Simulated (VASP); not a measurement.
# Ru3C: relaxation of cell and atoms with PBE

The system is Ru3C.

```
CELL_PARAMETERS angstrom
6.70673 0.00000 0.00000
-3.35337 5.80820 0.00000
0.00000 0.00000 2.67098
ATOMIC_POSITIONS crystal
Ru 0.80707 0.61415 0.25000
Ru 0.19293 0.80707 0.75000
Ru 0.38585 0.19293 0.25000
Ru 0.19293 0.38585 0.75000
Ru 0.80707 0.19293 0.25000
Ru 0.61415 0.80707 0.75000
C 0.33333 0.66667 0.25000
C 0.66667 0.33333 0.75000
```

```
Program                : VASP 6.6.1
Task                   : relaxation of cell and atoms
Functional             : PBE
Potentials or basis    : VASP PAW PBE potentials, release 64 (Ru_pv, C)
Cutoff                 : 600 eV
k mesh                 : 3 × 3 × 6
Occupations            : gaussian, width 0.1 eV
Spin                   : no spin polarisation
Dipole correction      : no
Further INCAR settings : ALGO = Normal; EDIFF = 1e-06; IBRION = 2; EDIFFG = -0.04; NSW = 90; ISIF = 3
```

The relaxed volume is 12.99 Å³/atom. The relaxed cell is a = 6.692 Å, b = 6.692 Å, c = 2.679 Å, α = 90.00°, β = 90.00°, γ = 120.00°, the space group after relaxing (to 0.1 Å) is P6_3/mmc (No. 194) and the energy gained by relaxing is 0.6 meV/atom. The ionic steps are 5. The pressure after relaxing is 0.0 GPa, the largest force after relaxing is 0.011 eV/Å and the band gap on the k mesh is zero (bands 46 and 47 overlap by 1.12 eV).

Forces on the atoms (eV/Å):
```
Ru   0.000  0.011  0.000
Ru  -0.010  0.006  0.000
Ru  -0.010 -0.006  0.000
Ru   0.000 -0.011  0.000
Ru   0.010 -0.006  0.000
Ru   0.010  0.006  0.000
C    0.000  0.000  0.000
C    0.000  0.000  0.000
```

Stress tensor (GPa, compression positive):
```
 0.06  0.00  0.00
 0.00  0.06  0.00
 0.00  0.00 -0.10
```

Step by step:
| step | energy change (eV) | largest force (eV/Å) | pressure (GPa) | volume (Å³) |
| --- | --- | --- | --- | --- |
| 1 | 0.0000 | 0.1566 | 0.20 | 104.05 |
| 2 | -0.0014 | 0.0797 | -1.28 | 104.29 |
| 3 | -0.0040 | 0.0253 | -0.63 | 104.18 |
| 4 | -0.0034 | 0.0093 | 0.92 | 103.53 |
| 5 | -0.0046 | 0.0115 | 0.01 | 103.91 |

Final structure:
```
Ru C
1.0
     6.69249    0.00000    0.00000
    -3.34624    5.79587    0.00000
     0.00000    0.00000    2.67877
Ru C
6 2
Direct
  0.80753 0.61505 0.25000
  0.19247 0.80753 0.75000
  0.38495 0.19247 0.25000
  0.19247 0.38495 0.75000
  0.80753 0.19247 0.25000
  0.61505 0.80753 0.75000
  0.33333 0.66667 0.25000
  0.66667 0.33333 0.75000
```

Levels at points of the mesh, in eV from the Fermi level:
| k point | band 42 | band 43 | band 44 | band 45 | band 46 | band 47 | band 48 | band 49 |
| --- | --- | --- | --- | --- | --- | --- | --- | --- |
| (0.00, 0.00, 0.00) | -1.75 | -1.38 | -1.38 | -0.60 | -0.60 | 0.09 | 0.09 | 0.88 |
| (0.00, 0.00, 0.50) | -0.33 | -0.33 | -0.33 | 0.80 | 0.80 | 0.80 | 0.80 | 0.93 |

Run time: 8.8 min on 1 thread of Intel Xeon 8259CL, with other jobs on the host, peak memory 0.29 GiB.

Caveat: the k points lie up to 0.39 Å⁻¹ apart in the final cell, too coarse for converged energies and pressures of a metal.
